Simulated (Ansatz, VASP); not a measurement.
## One calculation of Ba2Re, two programs

```
Ba Re
1.0
     3.74591    0.00000    0.00000
    -1.87295    3.24405    0.00000
     0.00000    0.00000   17.53215
Ba Re
4 2
Direct
  0.33333 0.66667 0.62264
  0.66667 0.33333 0.12264
  0.33333 0.66667 0.87736
  0.66667 0.33333 0.37736
  0.33333 0.66667 0.25000
  0.66667 0.33333 0.75000
```

Alike in both runs: functional PBE; k mesh 6 × 6 × 2; occupations gaussian, width 0.1 eV; no spin polarisation.

Ansatz relaxed the structure, and its values are those at the end. VASP's run is a single point on that final structure, the one shown.

```csv
,VASP,Ansatz
version,VASP 6.6.1,Ansatz 0.2.0
potentials or method,"VASP PAW PBE potentials, release 64 (Ba_sv, Re), cutoff 520 eV","scalar-relativistic, plane waves, PAW"
valence electrons in the cell,54,70
```

|  | VASP | Ansatz | Ansatz less VASP |
| --- | --- | --- | --- |
| gap on the k mesh at the Fermi level (eV) | none | none | - |
| pressure (GPa) | 1.1 | 0.0 | -1.16 |
| rms of the force components (eV/Å) | 0.090 | 0.001 | -0.0891 |

A gap of «none» marks a metal or a gap that the smearing closes. The functional is the same, so the differences come from potentials, cutoffs and numerics. VASP's potentials hold 54 valence electrons a cell and Ansatz's 70, so a difference there can come from the potentials and not from the codes.

Neither program's run includes spin-orbit coupling.
